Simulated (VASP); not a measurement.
# ScC3: relaxation of cell and atoms with PBE

Crystal: ScC3.

```
Sc C
1.0
     4.96813    0.00000    0.00000
    -2.48406    4.30253    0.00000
     0.00000    0.00000    3.98769
Sc C
2 6
Cartesian
  0.0000 2.8684 0.9969
  2.4841 1.4342 2.9908
  2.4841 2.8655 0.9969
  -1.2395 3.5840 2.9908
  1.2445 0.7185 0.9969
  0.0000 1.4370 2.9908
  3.7236 0.7185 0.9969
  1.2395 3.5840 2.9908
```

* Program: VASP 6.6.1
* Task: relaxation of cell and atoms
* Functional: PBE
* Potentials or basis: VASP PAW PBE potentials, release 64 (Sc_sv, C)
* Cutoff: 600 eV
* k mesh: 6 × 6 × 4
* Occupations: gaussian, width 0.1 eV
* Spin: no spin polarisation
* Dipole correction: no
* Further INCAR settings: ALGO = Normal; EDIFF = 1e-06; IBRION = 2; EDIFFG = -0.04; NSW = 90; ISIF = 3

```json
{
  "Relaxed volume": "11.66 Å³/atom",
  "Relaxed cell": "a = 4.527 Å, b = 4.527 Å, c = 5.253 Å, α = 90.00°, β = 90.00°, γ = 120.00°",
  "Space group after relaxing (to 0.1 Å)": "P6_3/mmc (No. 194)",
  "Pressure after relaxing": "0.0 GPa",
  "Largest force after relaxing": "0.035 eV/Å",
  "Band gap on the k mesh": "zero (bands 23 and 24 overlap by 3.14 eV)"
}
```

Forces in eV/Å, atoms in the order of the input:
```
Sc   0.000  0.000  0.000
Sc   0.000  0.000  0.000
C    0.000 -0.035  0.000
C    0.030 -0.018  0.000
C    0.030  0.018  0.000
C    0.000  0.035  0.000
C   -0.030  0.018  0.000
C   -0.030 -0.018  0.000
```

Stress tensor (GPa, compression positive):
```
-0.17  0.00  0.00
 0.00 -0.17  0.00
 0.00  0.00  0.21
```

Final structure:
```
Sc C
1.0
     4.52742    0.00000    0.00000
    -2.26371    3.92086    0.00000
     0.00000    0.00000    5.25326
Sc C
2 6
Direct
  0.33333 0.66667 0.25000
  0.66667 0.33333 0.75000
  0.89470 0.78940 0.25000
  0.10530 0.89470 0.75000
  0.21060 0.10530 0.25000
  0.10530 0.21060 0.75000
  0.89470 0.10530 0.25000
  0.78940 0.89470 0.75000
```

Levels at points of the mesh, in eV from the Fermi level:
```
           k point  band 19  band 20  band 21  band 22  band 23  band 24  band 25  band 26
(0.00, 0.00, 0.00)    -2.22    -1.50    -0.96    -0.96     0.40     0.40     1.52     1.52
(0.50, 0.00, 0.00)    -1.98    -1.60    -1.47    -1.07    -0.81    -0.77     2.27     2.89
(0.00, 0.00, 0.50)    -1.80    -1.80    -1.80    -1.80     2.37     2.37     2.37     2.37
(0.50, 0.00, 0.50)    -2.21    -2.21    -1.45    -1.45     0.50     0.50     1.59     1.59
```

Run time: 12 min on 1 thread of Intel(R) Xeon(R) 6975P-C (Granite Rapids), on a shared host, peak memory 0.26 GiB.

Caveat: the k points lie up to 0.30 Å⁻¹ apart in the final cell, too coarse for converged energies and pressures of a metal; a cell axis changed by over 15 % at a fixed basis, so the end point is rough.
